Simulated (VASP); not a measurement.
# LiPrP3 (P-6m2) in VASP: relaxation of cell and atoms with PBE

Aim: the relaxation of cell and atoms of LiPrP3 with PBE.

All numbers are computed with VASP 6.6.1; they aren't measurements. Logs are shortened: lines on timing, memory, paths and dates and some standing lists are left out, and cuts for length are marked.

### Step 1. The cell of the first run

It takes space group P-6m2 (No. 187, hexagonal). Conventional cell: a = 4.445 Å, b = 4.445 Å, c = 7.516 Å, α = 90.00°, β = 90.00°, γ = 120.00°. Li (site symmetry -6m2) has 3 Pr at 2.57 Å within 3.4 Å. Within 3.4 Å of Pr (site symmetry -6m2) lie 3 Li at 2.57 Å and 2 P at 2.70 Å. Within 3.7 Å of P (site symmetry -6m2) lie 6 P at 2.78 Å. P (site symmetry 3m) has 4 P at 2.11 to 2.78 Å and 1 Pr at 2.70 Å within 2.8 Å.

The cell was generated, and may not be a known phase.

### Step 2. Relaxation of cell and atoms, PBE

INCAR reads:

```
SYSTEM = LiPrP3
ALGO = Normal
EDIFF = 1E-7
EDIFFG = -0.01
ENCUT = 750
GGA = PE
GGA_COMPAT = .FALSE.
IBRION = 2
ISIF = 3
ISMEAR = 0
LASPH = .TRUE.
LCHARG = .FALSE.
LMAXMIX = 6
LREAL = .FALSE.
LWAVE = .FALSE.
NELM = 200
NELMIN = 4
NSW = 100
PREC = Accurate
SIGMA = 0.1
```

KPOINTS reads:

```
k-points
0
G
  12 12 6
  0 0 0
```

POSCAR reads:

```
LiPrP3
1.0
    4.4454081827      0.0000000000      0.0000000000
   -2.2227040913      3.8498364164      0.0000000000
    0.0000000000      0.0000000000      7.5159245612
Li Pr P
1 1 3
Direct
    0.6666666667      0.3333333333      0.0000000000
    0.0000000000      0.0000000000      0.0000000000
    0.3333333333      0.6666666667      0.5000000000
    0.0000000000      0.0000000000      0.6406458955
    0.0000000000      0.0000000000      0.3593541045
```

Potentials or basis: VASP PAW PBE potentials, release 64 (Li_sv, Pr_3, P), 4f in core.

Started as:

```sh
> cat potpaw_PBE.64/Li_sv/POTCAR potpaw_PBE.64/Pr_3/POTCAR potpaw_PBE.64/P/POTCAR > POTCAR
> mpirun -np 1 vasp_std > vasp.out
```

OUTCAR:

```text
SYSTEM = LiPrP3
   EDIFF = 1E-7
   EDIFFG = -0.01
   ENCUT = 750
   GGA = PE
   IBRION = 2
   ISIF = 3
   ISMEAR = 0
   LASPH = .TRUE.
   LREAL = .FALSE.
   NELM = 200
   NELMIN = 4
   NSW = 100
   PREC = Accurate

 ion  position               nearest neighbor table
   1  0.667  0.333  0.000-   2 2.57   2 2.57   2 2.57
   2  0.000  0.000  0.000-   1 2.57   1 2.57   1 2.57   5 2.70   4 2.70
   3  0.333  0.667  0.500-   4 2.78   5 2.78   4 2.78   5 2.78   4 2.78   5 2.78
   4  0.000  0.000  0.641-   5 2.11   2 2.70   3 2.78   3 2.78   3 2.78
   5  0.000  0.000  0.359-   4 2.11   2 2.70   3 2.78   3 2.78   3 2.78

  LATTYP: Found a hexagonal cell.
 ALAT       =     4.4454081827
 C/A-ratio  =     1.6907164095

  Lattice vectors:

 A1 = (   4.4454081827,   0.0000000000,   0.0000000000)
 A2 = (  -2.2227040913,   3.8498364164,   0.0000000000)
 A3 = (   0.0000000000,   0.0000000000,   7.5159245612)

Analysis of symmetry for initial positions (statically):
=====================================================================
 Subroutine PRICEL returns:
 Original cell was already a primitive cell.

 Routine SETGRP: Setting up the symmetry group for a
 hexagonal supercell.

 Subroutine GETGRP returns: Found 12 space group operations
 (whereof 12 operations were pure point group operations)
 out of a pool of 24 trial point group operations.

The static configuration has the point symmetry D_3h.

Analysis of symmetry for dynamics (positions and initial velocities):
=====================================================================
 Subroutine PRICEL returns:
 Original cell was already a primitive cell.

 Routine SETGRP: Setting up the symmetry group for a
 hexagonal supercell.

 Subroutine GETGRP returns: Found 12 space group operations
 (whereof 12 operations were pure point group operations)
 out of a pool of 24 trial point group operations.

The dynamic configuration has the point symmetry D_3h.

 Subroutine INISYM returns: Found 12 space group operations
 (whereof 12 operations are pure point group operations),
 and found     1 'primitive' translations

----------------------------------------------------------------------------------------

                                     Primitive cell

  volume of cell :     128.6282

  direct lattice vectors                    reciprocal lattice vectors
     4.445408183  0.000000000  0.000000000     0.224951221  0.129875648  0.000000000
    -2.222704091  3.849836416  0.000000000     0.000000000  0.259751296  0.000000000
     0.000000000  0.000000000  7.515924561     0.000000000  0.000000000  0.133050830

  length of vectors
     4.445408183  4.445408183  7.515924561     0.259751296  0.259751296  0.133050830

  position of ions in fractional coordinates (direct lattice)
     0.666666667  0.333333333  0.000000000
     0.000000000  0.000000000  0.000000000
     0.333333333  0.666666667  0.500000000
     0.000000000  0.000000000  0.640645896
     0.000000000  0.000000000  0.359354104

  ion indices of the primitive-cell ions
   primitive index   ion index
                 1           1
                 2           2
                 3           3
                 4           4
                 5           5

----------------------------------------------------------------------------------------

 KPOINTS: k-points

Automatic generation of k-mesh.
 Grid dimensions read from file:
 generate k-points for:   12   12    6

 Generating k-lattice:

  Cartesian coordinates                     Fractional coordinates (reciprocal lattice)
     0.018745935  0.010822971  0.000000000     0.083333333  0.000000000  0.000000000
     0.000000000  0.021645941  0.000000000     0.000000000  0.083333333  0.000000000
     0.000000000  0.000000000  0.022175138     0.000000000  0.000000000  0.166666667

  Length of vectors
     0.021645941  0.021645941  0.022175138

  Shift w.r.t. Gamma in fractional coordinates (k-lattice)
     0.000000000  0.000000000  0.000000000

 Subroutine IBZKPT returns following result:
 ===========================================

 Found     76 irreducible k-points:

 Following reciprocal coordinates:
            Coordinates               Weight
  0.000000  0.000000  0.000000      1.000000
  0.083333  0.000000  0.000000      6.000000
  0.166667  0.000000  0.000000      6.000000
  0.250000  0.000000  0.000000      6.000000
  0.333333  0.000000  0.000000      6.000000
  0.416667  0.000000  0.000000      6.000000
[... 16 lines left out ...]
  0.250000  0.000000  0.166667     12.000000
  0.333333  0.000000  0.166667     12.000000
 [... further k-points ...]
   k-points           NKPTS =     76   k-points in BZ     NKDIM =     76   number of bands    NBANDS=     18
   number of dos      NEDOS =    301   number of ions     NIONS =      5
   total plane-waves  NPLWV = 112000
   dimension x,y,z NGX =    40 NGY =   40 NGZ =   70
   dimension x,y,z NGXF=    80 NGYF=   80 NGZF=  140
   ions per type =               1   1   3
   NGX,Y,Z   is equivalent  to a cutoff of  14.96, 14.96, 15.48 a.u.
   NGXF,Y,Z  is equivalent  to a cutoff of  29.92, 29.92, 30.97 a.u.
 SYSTEM =  LiPrP3
   PREC   = accura    normal or accurate (medium, high low for compatibility)
   ISTART =      0    job   : 0-new  1-cont  2-samecut
   ICHARG =      2    charge: 1-file 2-atom 10-const
   ISPIN  =      1    spin polarized calculation?
   LNONCOLLINEAR =      F non collinear calculations
   LSORBIT =      F    spin-orbit coupling
   LASPH  =      T    aspherical Exc in radial PAW
   ENCUT  =  750.0 eV  55.12 Ry    7.42 a.u.   9.93  9.93 16.78*2*pi/ulx,y,z
   NELM   =    200;   NELMIN=  4; NELMDL= -5     # of ELM steps
   EDIFF  = 0.1E-06   stopping-criterion for ELM
   LREAL  =      F    real-space projection
   EDIFFG = -.1E-01   stopping-criterion for IOM
   NSW    =    100    number of steps for IOM
   IBRION =      2    ionic relax: 0-MD 1-quasi-New 2-CG
   NFREE  =      1    steps in history (QN), initial steepest desc. (CG)
   ISIF   =      3    stress and relaxation
   ISYM   =      2    0-nonsym 1-usesym 2-fastsym
   POTIM  = 0.5000    time-step for ionic-motion
   TEBEG  =    0.0;   TEEND  =   0.0 temperature during run
   PSTRESS=    0.0 pullay stress
   NELECT =      29.0000    total number of electrons
   NUPDOWN=      -1.0000    fix difference up-down
   EMIN   =  10.00;   EMAX   =-10.00  energy-range for DOS
   EFERMI =   0.00;   METHOD = LEGACY
   ISMEAR =     0;   SIGMA  =   0.10  broadening in eV -4-tet -1-fermi 0-gaus
   EFERMI_NEDOS =   21; number of points for ismear=-14 and -15
   IALGO  =     38    algorithm
   IMIX   =      4    mixing-type and parameters
     AMIX     =   0.40;   BMIX     =  1.00
     AMIX_MAG =   1.60;   BMIX_MAG =  1.00
  volume/ion in A,a.u.               =      25.73       173.61
  Fermi-wavevector in a.u.,A,eV,Ry     =   0.996389  1.882901 13.507729  0.992790
  Thomas-Fermi vector in A             =   2.128474
   LORBIT       =      0    0 simple, 1 ext, 2 COOP (PROOUT), +10 PAW based schemes
   GGA     = PE    functional components
   LHFCALC =     F    Hartree Fock is set to
   AEXX    =    0.0000 exact exchange contribution
   IVDW    =     0    specifies the selected vdW correction
   LEPSILON=     F    determine dielectric tensor
   LRPA    =     F    only Hartree local field effects (RPA)
 conjugate gradient relaxation of ions
 non-spin polarized calculation
 Gauss-broadening in eV      SIGMA  =   0.10
  energy-cutoff  :      750.00
  volume of cell :      128.63
 maximum number of plane-waves:      6024
 NGX is ok and might be reduce to    40
   NGX = 19   NGY = 19   NGZ = 33

--------------------------------------- Ionic step        1  -------------------------------------------

 number of electron      29.0000004 magnetization

 Free energy of the ion-electron system (eV)
  ---------------------------------------------------
  ext. energy  EPLUGINS =         0.00000000
  ---------------------------------------------------
  free energy    TOTEN  =       -18.28312762 eV

  energy without entropy =      -18.25779581  energy(sigma->0) =      -18.27046171

------------------------ aborting loop because EDIFF is reached ----------------------------------------

  FORCE on cell =-STRESS in cart. coord.  units (eV):
  Direction    XX          YY          ZZ          XY          YZ          ZX
  --------------------------------------------------------------------------------------
  -------------------------------------------------------------------------------------
  Total        0.1453595      0.1453595      0.0764580      0.0000000      0.0000000      0.0000000
  in kB        1.8105796      1.8105796      0.9523510      0.0000000      0.0000000      0.0000000
  external PRESSURE =       1.5245034 kB  Pullay stress =       0.0000000 kB

 VOLUME and BASIS-vectors are now :
 -----------------------------------------------------------------------------
  energy-cutoff  :      750.00
  volume of cell :      128.63
      direct lattice vectors                 reciprocal lattice vectors
     4.445408183  0.000000000  0.000000000     0.224951221  0.129875648  0.000000000
    -2.222704091  3.849836416  0.000000000     0.000000000  0.259751296  0.000000000
     0.000000000  0.000000000  7.515924561     0.000000000  0.000000000  0.133050830
[... 196 lines left out ...]
 POSITION                                       TOTAL-FORCE (eV/Angst)
 -----------------------------------------------------------------------------------
      2.23360      1.28957      0.00000        -0.000000     -0.000000     -0.000000
      0.00000      0.00000      0.00000        -0.000000     -0.000000     -0.000000
     -0.00000      2.57914      3.75634         0.000000      0.000000     -0.000000
      4.46720      0.00000      4.81069        -0.000000      0.000000      0.005781
     -0.00000      0.00000      2.70200         0.000000     -0.000000     -0.005781
 -----------------------------------------------------------------------------------
    total drift:                                0.000001     -0.000000      0.000000

  FREE ENERGIE OF THE ION-ELECTRON SYSTEM (eV)
  ---------------------------------------------------
  free  energy   TOTEN  =       -18.2839013713 eV

  energy  without entropy=      -18.2580111829  energy(sigma->0) =      -18.27095628

--------------------------------------- Ionic step        7  -------------------------------------------

 number of electron      29.0000004 magnetization

 Free energy of the ion-electron system (eV)
  ---------------------------------------------------
  ext. energy  EPLUGINS =         0.00000000
  ---------------------------------------------------
  free energy    TOTEN  =       -18.28391297 eV

  energy without entropy =      -18.25802357  energy(sigma->0) =      -18.27096827

 E-fermi :   3.1912     XC(G=0):  -8.6711

 val. band max:        3.1844740540   @ k =   0.2500   0.0000   0.0000
 cond. band min:       3.1973042836   @ k =   0.3333   0.3333   0.5000
 fundamental gap:      0.0128302296
 Fermi energy:         3.1912247407

 k-point     1 :       0.0000    0.0000    0.0000
  band No.  band energies     occupation
      1     -44.6425      2.00000
      2     -33.4051      2.00000
      3     -15.5672      2.00000
      4     -15.4624      2.00000
      5     -15.4624      2.00000
      6     -10.4049      2.00000
[... 10 lines left out ...]
     17       2.9810      1.99705
     18       3.5859      0.00000
[... 463 lines left out ...]
 k-point    24 :       0.3333    0.0000    0.1667
  band No.  band energies     occupation
      1     -44.6416      2.00000
      2     -33.4038      2.00000
      3     -15.5519      2.00000
      4     -15.5515      2.00000
      5     -15.4959      2.00000
      6      -9.8216      2.00000
[... 10 lines left out ...]
     17       4.3609      0.00000
     18       4.5248      0.00000

 [... further k-points ...]

------------------------ aborting loop because EDIFF is reached ----------------------------------------

  FORCE on cell =-STRESS in cart. coord.  units (eV):
  Direction    XX          YY          ZZ          XY          YZ          ZX
  --------------------------------------------------------------------------------------
  -------------------------------------------------------------------------------------
  Total        0.0035747      0.0035747      0.0050481      0.0000000      0.0000000      0.0000000
  in kB        0.0441194      0.0441194      0.0623052      0.0000000      0.0000000      0.0000000
  external PRESSURE =       0.0501813 kB  Pullay stress =       0.0000000 kB

 VOLUME and BASIS-vectors are now :
 -----------------------------------------------------------------------------
  energy-cutoff  :      750.00
  volume of cell :      129.81
      direct lattice vectors                 reciprocal lattice vectors
     4.465896483  0.000000000  0.000000000     0.223919207  0.129279815  0.000000000
    -2.232948241  3.867579805  0.000000000    -0.000000000  0.258559629 -0.000000000
    -0.000000000  0.000000000  7.515706179     0.000000000 -0.000000000  0.133054696

 POSITION                                       TOTAL-FORCE (eV/Angst)
 -----------------------------------------------------------------------------------
      2.23295      1.28919      0.00000        -0.000000     -0.000000      0.000000
      0.00000      0.00000      0.00000         0.000000      0.000000     -0.000000
     -0.00000      2.57839      3.75785         0.000000      0.000000      0.000000
     -2.23295      3.86758      4.81263        -0.000000      0.000000      0.000958
     -0.00000      0.00000      2.70308         0.000000     -0.000000     -0.000958
 -----------------------------------------------------------------------------------
    total drift:                                0.000001     -0.000000      0.000000

  FREE ENERGIE OF THE ION-ELECTRON SYSTEM (eV)
  ---------------------------------------------------
  free  energy   TOTEN  =       -18.2839129737 eV

  energy  without entropy=      -18.2580235707  energy(sigma->0) =      -18.27096827

 reached required accuracy - stopping structural energy minimisation
```

Run time: 26 min. Hardware: 1 thread of AMD EPYC 7R13 (Zen 3), shared host; peak memory 0.54 GiB.

Results:

| Quantity | Value |
| --- | --- |
| Free energy | -18.2839 eV |
| Relaxed volume | 25.96 Å³/atom |
| Relaxed cell | a = 4.466 Å, b = 4.466 Å, c = 7.516 Å, α = 90.00°, β = 90.00°, γ = 120.00° |
| Space group after relaxing (to 0.1 Å) | P-6m2 (No. 187) |
| Energy gained by relaxing | 0.2 meV/atom |
| Ionic steps | 7 |
| Pressure after relaxing | 0.0 GPa |
| Band gap on the k mesh | zero (an odd number of electrons rules out a gap without spin polarisation) |

Step by step:
```
step  energy change (eV)  largest force (eV/Å)  pressure (GPa)  volume (Å³)
   1              0.0000                0.0537            0.15       128.63
   2             -0.0005                0.0178            0.08       129.08
   3             -0.0005                0.0430            0.05       129.25
   4             -0.0007                0.0003           -0.03       129.64
   5             -0.0007                0.0117           -0.05       129.75
   6             -0.0008                0.0058            0.02       129.84
   7             -0.0008                0.0010            0.01       129.81
```

Final structure:
```
Li Pr P
1.0
     4.46590    0.00000    0.00000
    -2.23295    3.86758    0.00000
     0.00000    0.00000    7.51571
Li Pr P
1 1 3
Direct
  0.66667 0.33333 0.00000
  0.00000 0.00000 0.00000
  0.33333 0.66667 0.50000
  0.00000 0.00000 0.64034
  0.00000 0.00000 0.35966
```

Levels at points of the mesh, in eV from the Fermi level:
| k point | band 11 | band 12 | band 13 | band 14 | band 15 | band 16 | band 17 | band 18 |
| --- | --- | --- | --- | --- | --- | --- | --- | --- |
| (0.00, 0.00, 0.00) | -3.84 | -1.64 | -0.36 | -0.36 | -0.33 | -0.21 | -0.21 | 0.39 |
| (0.50, 0.00, 0.00) | -3.29 | -2.85 | -0.81 | -0.80 | 0.26 | 0.89 | 2.17 | 2.21 |
| (0.00, 0.00, 0.50) | -3.28 | -1.88 | -0.65 | -0.05 | -0.05 | -0.01 | -0.01 | 0.41 |
| (0.50, 0.00, 0.50) | -3.03 | -2.90 | -0.84 | -0.18 | -0.10 | 1.06 | 1.13 | 1.56 |

Caveat: spin-orbit coupling is left out, which moves the levels of the heavy elements; the 4f electrons are frozen in the core, so they carry no moment and show no levels; an odd number of electrons without spin polarisation forces a metal; a magnetic or distorted state may lie lower. Spin polarisation is off, so any magnetic state and its effect on volume and gap are missing.
